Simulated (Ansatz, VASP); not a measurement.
**Ge4I: VASP beside Ansatz**

```
Ge I
1.0
     2.82561    1.63137    5.70647
    -2.82561    1.63137    5.70647
     0.00000   -3.26273    5.70647
Ge I
4 1
Direct
  0.00000 0.00000 0.50000
  0.50000 0.00000 0.00000
  0.00000 0.50000 0.00000
  0.50000 0.50000 0.50000
  0.00000 0.00000 0.00000
```

Alike in both runs: task single point; functional PBE; k mesh 9 × 9 × 9; occupations gaussian, width 0.1 eV; no spin polarisation.

```csv
,VASP,Ansatz
version,VASP 6.6.1,Ansatz 0.2.0
potentials or method,"VASP PAW PBE potentials, release 64 (Ge_d, I), cutoff 520 eV","scalar-relativistic, plane waves, PAW"
valence electrons in the cell,63,73
```

|  | VASP | Ansatz | Ansatz less VASP |
| --- | --- | --- | --- |
| gap on the k mesh at the Fermi level (eV) | none | none | - |
| pressure (GPa) | 0.0 | 0.0 | 0.00 |

A gap of «none» marks a metal or a gap that the smearing closes. VASP's potentials hold 63 valence electrons a cell and Ansatz's 73, so a difference there can come from the potentials and not from the codes.

Neither program's run includes spin-orbit coupling.
